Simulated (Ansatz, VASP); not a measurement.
SiNi2: VASP beside Ansatz

```
Si Ni
1.0
     3.86955    0.00000    0.00000
    -1.93477    3.35112    0.00000
     0.00000    0.00000    4.92681
Si Ni
2 4
Direct
  0.33333 0.66667 0.75000
  0.66667 0.33333 0.25000
  0.00000 0.00000 0.00000
  0.00000 0.00000 0.50000
  0.33333 0.66667 0.25000
  0.66667 0.33333 0.75000
```

Alike in both runs: functional r2SCAN; k mesh 12 × 12 × 8; occupations gaussian, width 0.1 eV; no spin polarisation.

Ansatz relaxed the structure, and its values are those at the end. VASP's run is a single point on that final structure, the one shown.

```csv
,VASP,Ansatz
version,VASP 6.6.1,Ansatz 0.2.0
potentials or method,"VASP PAW PBE potentials, release 64 (Si, Ni), cutoff 520 eV","scalar-relativistic, plane waves, PAW"
valence electrons in the cell,48,80
```

```csv
,VASP,Ansatz,Ansatz less VASP
gap on the k mesh at the Fermi level (eV),none,none,-
pressure (GPa),0.3,0.0,-0.31
```

VASP's potentials were made for PBE, not for r2SCAN. A gap of «none» marks a metal or a gap that the smearing closes. VASP's potentials hold 48 valence electrons a cell and Ansatz's 80, so a difference there can come from the potentials and not from the codes.
